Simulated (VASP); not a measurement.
# Sn2PbS3 (P-3m1) in VASP: further runs

Runs on Sn2PbS3. Level: PBE. Tasks: single point.

All numbers are computed with VASP 6.6.1; they aren't measurements. Logs are shortened: lines on timing, memory, paths and dates and some standing lists are left out, and cuts for length are marked.

### Step 1. The cell of the first run

The structure is trigonal, space group P-3m1 (No. 164). The conventional cell has a = 4.174 Å, b = 4.174 Å, c = 10.229 Å, α = 90.00°, β = 90.00°, γ = 120.00°. Within 3.9 Å of Sn (site symmetry 3m) lie 6 S at 2.93 Å. Within 3.9 Å of Pb (site symmetry -3m) lie 6 S at 3.00 Å. S (site symmetry 3m) has 3 Sn at 2.93 Å and 3 Pb at 3.00 Å within 3.9 Å. S (site symmetry -3m) has 6 Sn at 2.93 Å within 3.9 Å.

### Step 2. Single point, PBE

File INCAR:

```
ALGO = Normal
EDIFF = 1E-6
ENCUT = 520
GGA = PE
ISIF = 2
ISMEAR = 0
LASPH = T
LCHARG = F
LREAL = F
LWAVE = F
NBANDS = 39
NELM = 100
PREC = Accurate
SIGMA = 0.1
```

File KPOINTS:

```
k-points
0
Gamma
  6 6 2
```

File POSCAR:

```
Sn2PbS3
1.0
    4.1738641000      0.0000000000      0.0000000000
   -2.0869320000      3.6146723000      0.0000000000
    0.0000000000      0.0000000000     10.2287164000
Sn Pb S
2 1 3
Direct
    0.3333333000      0.6666667000      0.6636040000
    0.6666667000      0.3333333000      0.3363960000
    0.0000000000      0.0000000000      0.0000000000
    0.6666667000      0.3333333000      0.8260790000
    0.0000000000      0.0000000000      0.5000000000
    0.3333333000      0.6666667000      0.1739210000
```

Potentials or basis: VASP PAW PBE potentials, release 64 (Sn_d, Pb_d, S).

The run is started by

```
cat potpaw_PBE.64/Sn_d/POTCAR potpaw_PBE.64/Pb_d/POTCAR potpaw_PBE.64/S/POTCAR > POTCAR
mpirun -np 1 vasp_std > vasp.out
```

OUTCAR:

```text
EDIFF = 1E-6
   ENCUT = 520
   GGA = PE
   ISIF = 2
   ISMEAR = 0
   LASPH = T
   LREAL = F
   NELM = 100
   PREC = Accurate

 ion  position               nearest neighbor table
   1  0.333  0.667  0.664-   4 2.93   4 2.93   4 2.93   5 2.93   5 2.93   5 2.93
   2  0.667  0.333  0.336-   6 2.93   6 2.93   6 2.93   5 2.93   5 2.93   5 2.93
   3  0.000  0.000  0.000-   4 3.00   6 3.00   6 3.00   4 3.00   4 3.00   6 3.00
   4  0.667  0.333  0.826-   1 2.93   1 2.93   1 2.93   3 3.00   3 3.00   3 3.00
   5  0.000  0.000  0.500-   1 2.93   2 2.93   1 2.93   2 2.93   2 2.93   1 2.93
   6  0.333  0.667  0.174-   2 2.93   2 2.93   2 2.93   3 3.00   3 3.00   3 3.00

  LATTYP: Found a hexagonal cell.
 ALAT       =     4.1738641000
 C/A-ratio  =     2.4506587074

  Lattice vectors:

 A1 = (   4.1738641000,   0.0000000000,   0.0000000000)
 A2 = (  -2.0869320000,   3.6146723000,   0.0000000000)
 A3 = (   0.0000000000,   0.0000000000,  10.2287164000)

Analysis of symmetry for initial positions (statically):
=====================================================================
 Subroutine PRICEL returns:
 Original cell was already a primitive cell.

 Routine SETGRP: Setting up the symmetry group for a
 hexagonal supercell.

 Subroutine GETGRP returns: Found 12 space group operations
 (whereof 12 operations were pure point group operations)
 out of a pool of 24 trial point group operations.

The static configuration has the point symmetry D_3d.

Analysis of symmetry for dynamics (positions and initial velocities):
=====================================================================
 Subroutine PRICEL returns:
 Original cell was already a primitive cell.

 Routine SETGRP: Setting up the symmetry group for a
 hexagonal supercell.

 Subroutine GETGRP returns: Found 12 space group operations
 (whereof 12 operations were pure point group operations)
 out of a pool of 24 trial point group operations.

The dynamic configuration has the point symmetry D_3d.

 Subroutine INISYM returns: Found 12 space group operations
 (whereof 12 operations are pure point group operations),
 and found     1 'primitive' translations

----------------------------------------------------------------------------------------

                                     Primitive cell

  volume of cell :     154.3222

  direct lattice vectors                    reciprocal lattice vectors
     4.173864100  0.000000000  0.000000000     0.239586143  0.138325122  0.000000000
    -2.086932000  3.614672300  0.000000000     0.000000000  0.276650251  0.000000000
     0.000000000  0.000000000 10.228716400     0.000000000  0.000000000  0.097763978

  length of vectors
     4.173864100  4.173864038 10.228716400     0.276650247  0.276650251  0.097763978

  position of ions in fractional coordinates (direct lattice)
     0.333333300  0.666666700  0.663604000
     0.666666700  0.333333300  0.336396000
     0.000000000  0.000000000  0.000000000
     0.666666700  0.333333300  0.826079000
     0.000000000  0.000000000  0.500000000
     0.333333300  0.666666700  0.173921000

  ion indices of the primitive-cell ions
   primitive index   ion index
                 1           1
                 2           2
                 3           3
                 4           4
                 5           5
                 6           6

----------------------------------------------------------------------------------------

 KPOINTS: k-points

Automatic generation of k-mesh.
 Grid dimensions read from file:
 generate k-points for:    6    6    2

 Generating k-lattice:

  Cartesian coordinates                     Fractional coordinates (reciprocal lattice)
     0.039931024  0.023054187  0.000000000     0.166666667  0.000000000  0.000000000
     0.000000000  0.046108375  0.000000000     0.000000000  0.166666667  0.000000000
     0.000000000  0.000000000  0.048881989     0.000000000  0.000000000  0.500000000

  Length of vectors
     0.046108375  0.046108375  0.048881989

  Shift w.r.t. Gamma in fractional coordinates (k-lattice)
     0.000000000  0.000000000  0.000000000

 Subroutine IBZKPT returns following result:
 ===========================================

 Found     14 irreducible k-points:

 Following reciprocal coordinates:
            Coordinates               Weight
  0.000000  0.000000  0.000000      1.000000
  0.166667  0.000000  0.000000      6.000000
  0.333333  0.000000  0.000000      6.000000
  0.500000 -0.000000  0.000000      3.000000
  0.166667  0.166667  0.000000      6.000000
  0.333333  0.166667  0.000000     12.000000
  0.333333  0.333333  0.000000      2.000000
  0.000000  0.000000  0.500000      1.000000
  0.166667  0.000000  0.500000      6.000000
  0.333333  0.000000  0.500000      6.000000
  0.500000 -0.000000  0.500000      3.000000
  0.166667  0.166667  0.500000      6.000000
  0.333333  0.166667  0.500000     12.000000
  0.333333  0.333333  0.500000      2.000000
   k-points           NKPTS =     14   k-points in BZ     NKDIM =     14   number of bands    NBANDS=     39
   number of dos      NEDOS =    301   number of ions     NIONS =      6
   total plane-waves  NPLWV =  81920
   dimension x,y,z NGX =    32 NGY =   32 NGZ =   80
   dimension x,y,z NGXF=    64 NGYF=   64 NGZF=  160
   ions per type =               2   1   3
   NGX,Y,Z   is equivalent  to a cutoff of  12.75, 12.75, 13.00 a.u.
   NGXF,Y,Z  is equivalent  to a cutoff of  25.49, 25.49, 26.00 a.u.
 SYSTEM =  unknown system
   PREC   = accura    normal or accurate (medium, high low for compatibility)
   ISTART =      0    job   : 0-new  1-cont  2-samecut
   ICHARG =      2    charge: 1-file 2-atom 10-const
   ISPIN  =      1    spin polarized calculation?
   LNONCOLLINEAR =      F non collinear calculations
   LSORBIT =      F    spin-orbit coupling
   LASPH  =      T    aspherical Exc in radial PAW
   ENCUT  =  520.0 eV  38.22 Ry    6.18 a.u.   7.76  7.76 19.02*2*pi/ulx,y,z
   NELM   =    100;   NELMIN=  2; NELMDL= -5     # of ELM steps
   EDIFF  = 0.1E-05   stopping-criterion for ELM
   LREAL  =      F    real-space projection
   EDIFFG = 0.1E-04   stopping-criterion for IOM
   NSW    =      0    number of steps for IOM
   IBRION =     -1    ionic relax: 0-MD 1-quasi-New 2-CG
   NFREE  =      0    steps in history (QN), initial steepest desc. (CG)
   ISIF   =      2    stress and relaxation
   ISYM   =      2    0-nonsym 1-usesym 2-fastsym
   POTIM  = 0.5000    time-step for ionic-motion
   TEBEG  =    0.0;   TEEND  =   0.0 temperature during run
   PSTRESS=    0.0 pullay stress
   NELECT =      60.0000    total number of electrons
   NUPDOWN=      -1.0000    fix difference up-down
   EMIN   =  10.00;   EMAX   =-10.00  energy-range for DOS
   EFERMI =   0.00;   METHOD = LEGACY
   ISMEAR =     0;   SIGMA  =   0.10  broadening in eV -4-tet -1-fermi 0-gaus
   EFERMI_NEDOS =   21; number of points for ismear=-14 and -15
   IALGO  =     38    algorithm
   IMIX   =      4    mixing-type and parameters
     AMIX     =   0.40;   BMIX     =  1.00
     AMIX_MAG =   1.60;   BMIX_MAG =  1.00
  volume/ion in A,a.u.               =      25.72       173.57
  Fermi-wavevector in a.u.,A,eV,Ry     =   1.194857  2.257952 19.424797  1.427682
  Thomas-Fermi vector in A             =   2.330836
   LORBIT       =      0    0 simple, 1 ext, 2 COOP (PROOUT), +10 PAW based schemes
   GGA     = PE    functional components
   LHFCALC =     F    Hartree Fock is set to
   AEXX    =    0.0000 exact exchange contribution
   IVDW    =     0    specifies the selected vdW correction
   LEPSILON=     F    determine dielectric tensor
   LRPA    =     F    only Hartree local field effects (RPA)
 non-spin polarized calculation
 Gauss-broadening in eV      SIGMA  =   0.10
  energy-cutoff  :      520.00
  volume of cell :      154.32
 maximum number of plane-waves:      4209
 NGX is ok and might be reduce to    32
   NGX = 15   NGY = 15   NGZ = 39

 number of electron      60.0000000 magnetization

 Free energy of the ion-electron system (eV)
  ---------------------------------------------------
  ext. energy  EPLUGINS =         0.00000000
  ---------------------------------------------------
  free energy    TOTEN  =       -26.31617822 eV

  energy without entropy =      -26.31324894  energy(sigma->0) =      -26.31471358

 E-fermi :   6.2158     XC(G=0):  -9.6389

 val. band max:        6.1304039400   @ k =   0.0000   0.0000   0.5000
 cond. band min:       6.2849622575   @ k =   0.0000   0.0000   0.5000
 fundamental gap:      0.1545583175
 Fermi energy:         6.2158106179

 k-point     1 :       0.0000    0.0000    0.0000
  band No.  band energies     occupation
      1     -15.5805      2.00000
      2     -15.5792      2.00000
      3     -15.5787      2.00000
      4     -15.5787      2.00000
      5     -15.5767      2.00000
      6     -15.5767      2.00000
[... 31 lines left out ...]
     38      10.8082      0.00000
     39      10.8082      0.00000

 k-point     2 :       0.1667    0.0000    0.0000
  band No.  band energies     occupation
      1     -15.5822      2.00000
      2     -15.5799      2.00000
      3     -15.5785      2.00000
      4     -15.5755      2.00000
      5     -15.5754      2.00000
      6     -15.5738      2.00000
[... 31 lines left out ...]
     38       9.9042      0.00000
     39      10.0519      0.00000

 k-point     3 :       0.3333    0.0000    0.0000
  band No.  band energies     occupation
      1     -15.5909      2.00000
      2     -15.5828      2.00000
      3     -15.5823      2.00000
      4     -15.5770      2.00000
      5     -15.5742      2.00000
      6     -15.5695      2.00000
[... 412 lines left out ...]
 k-point    13 :       0.3333    0.1667    0.5000
  band No.  band energies     occupation
      1     -15.5921      2.00000
      2     -15.5827      2.00000
      3     -15.5802      2.00000
      4     -15.5789      2.00000
      5     -15.5733      2.00000
      6     -15.5693      2.00000
[... 31 lines left out ...]
     38      10.1303      0.00000
     39      10.7075      0.00000

 k-point    14 :       0.3333    0.3333    0.5000
  band No.  band energies     occupation
      1     -15.5904      2.00000
      2     -15.5816      2.00000
      3     -15.5816      2.00000
      4     -15.5715      2.00000
      5     -15.5715      2.00000
      6     -15.5698      2.00000
[... 31 lines left out ...]
     38      10.1931      0.00000
     39      10.3727      0.00000

------------------------ aborting loop because EDIFF is reached ----------------------------------------

  FORCE on cell =-STRESS in cart. coord.  units (eV):
  Direction    XX          YY          ZZ          XY          YZ          ZX
  --------------------------------------------------------------------------------------
  -------------------------------------------------------------------------------------
  Total       -0.3837793     -0.3837793     -0.3373672     -0.0000000      0.0000000      0.0000000
  in kB       -3.9844080     -3.9844080     -3.5025562     -0.0000001      0.0000000      0.0000000
  external PRESSURE =      -3.8237907 kB  Pullay stress =       0.0000000 kB

 VOLUME and BASIS-vectors are now :
 -----------------------------------------------------------------------------
  energy-cutoff  :      520.00
  volume of cell :      154.32
      direct lattice vectors                 reciprocal lattice vectors
     4.173864100  0.000000000  0.000000000     0.239586143  0.138325122  0.000000000
    -2.086932000  3.614672300  0.000000000     0.000000000  0.276650251  0.000000000
     0.000000000  0.000000000 10.228716400     0.000000000  0.000000000  0.097763978

 POSITION                                       TOTAL-FORCE (eV/Angst)
 -----------------------------------------------------------------------------------
     -0.00000      2.40978      6.78782         0.000000     -0.000000     -0.009331
      2.08693      1.20489      3.44090         0.000000      0.000000      0.009331
      0.00000      0.00000      0.00000        -0.000000      0.000000      0.000000
      2.08693      1.20489      8.44973        -0.000000      0.000000     -0.007736
      0.00000      0.00000      5.11436        -0.000000      0.000000      0.000000
     -0.00000      2.40978      1.77899         0.000000      0.000000      0.007736
 -----------------------------------------------------------------------------------
    total drift:                               -0.000000     -0.000000     -0.000000

  FREE ENERGIE OF THE ION-ELECTRON SYSTEM (eV)
  ---------------------------------------------------
  free  energy   TOTEN  =       -26.3161782248 eV

  energy  without entropy=      -26.3132489366  energy(sigma->0) =      -26.31471358
```

It took 63 s on 1 thread of Intel Xeon Platinum 8259CL at 2.50GHz (Skylake/Cascade Lake), shared host; peak memory 0.3 GiB.

What came out:

```yaml
Free_energy: -26.3162 eV
Pressure: -0.4 GPa
Largest_force: 0.009 eV/Å
Band_gap_on_the_k_mesh: 0.15 eV
```

Forces on the atoms (eV/Å):
```
Sn   0.000  0.000 -0.009
Sn   0.000  0.000  0.009
Pb   0.000  0.000  0.000
S    0.000  0.000 -0.008
S    0.000  0.000  0.000
S    0.000  0.000  0.008
```

Caveat: spin-orbit coupling is left out, which moves the levels of the heavy elements.

### Step 3. Single point, PBE

File INCAR:

```
SYSTEM = Sn2PbS3
PREC = Accurate
ENCUT = 520
EDIFF = 1E-6
ISMEAR = 0
SIGMA = 0.01
LREAL = .FALSE.
LASPH = .TRUE.
NELM = 80
ALGO = Normal
ISIF = 2
LWAVE = .FALSE.
LCHARG = .FALSE.
GGA = PE
NBANDS = 39
```

File KPOINTS:

```
regular mesh
0
G
  12 12 4
  0 0 0
```

File POSCAR:

```
Sn2PbS3
1.0
    4.1738640754     -0.0000000289      0.0000000000
   -2.0869320127      3.6146723357      0.0000000000
    0.0000000000      0.0000000000     10.2287164000
Sn Pb S
2 1 3
Direct
    0.3333333333      0.6666666667      0.6636040000
    0.6666666667      0.3333333333      0.3363960000
    0.0000000000      0.0000000000      0.0000000000
    0.6666666667      0.3333333333      0.8260790000
    0.0000000000      0.0000000000      0.5000000000
    0.3333333333      0.6666666667      0.1739210000
```

Potentials or basis: VASP PAW PBE potentials, release 64 (Sn_d, Pb_d, S).

The run is started by

```
cat potpaw_PBE.64/Sn_d/POTCAR potpaw_PBE.64/Pb_d/POTCAR potpaw_PBE.64/S/POTCAR > POTCAR
mpirun -np 1 vasp_std > vasp.out
```

It took 5.2 min on 1 thread of Intel Xeon Platinum 8259CL at 2.50GHz (Skylake/Cascade Lake), shared host; peak memory 0.52 GiB.

It converged, with:

* Free energy: -26.3040 eV
* Pressure: -0.1 GPa
* Band gap on the k mesh: 0.16 eV

Forces in eV/Å, atoms in the order of the input:
```
Sn   0.000  0.000 -0.001
Sn   0.000  0.000  0.001
Pb   0.000  0.000  0.000
S    0.000  0.000  0.003
S    0.000  0.000  0.000
S    0.000  0.000 -0.003
```

Levels at points of the mesh, in eV from the valence-band top:
| k point | band 26 | band 27 | band 28 | band 29 | band 30 | band 31 | band 32 | band 33 | band 34 | band 35 |
| --- | --- | --- | --- | --- | --- | --- | --- | --- | --- | --- |
| (0.00, 0.00, 0.00) | -2.38 | -2.28 | -2.28 | -0.90 | -0.73 | 1.08 | 1.50 | 1.94 | 1.94 | 2.17 |
| (0.50, 0.00, 0.00) | -3.36 | -2.78 | -2.77 | -1.65 | -1.26 | 1.38 | 1.47 | 2.44 | 2.44 | 3.13 |
| (0.00, 0.00, 0.50) | -2.23 | -2.23 | -1.83 | -1.79 | 0.00 | 0.16 | 1.48 | 1.48 | 2.95 | 3.25 |
| (0.50, 0.00, 0.50) | -3.17 | -2.96 | -2.24 | -2.23 | 0.00 | 0.18 | 1.48 | 1.50 | 3.28 | 3.32 |

Caveat: spin-orbit coupling is left out, which moves the levels of the heavy elements.
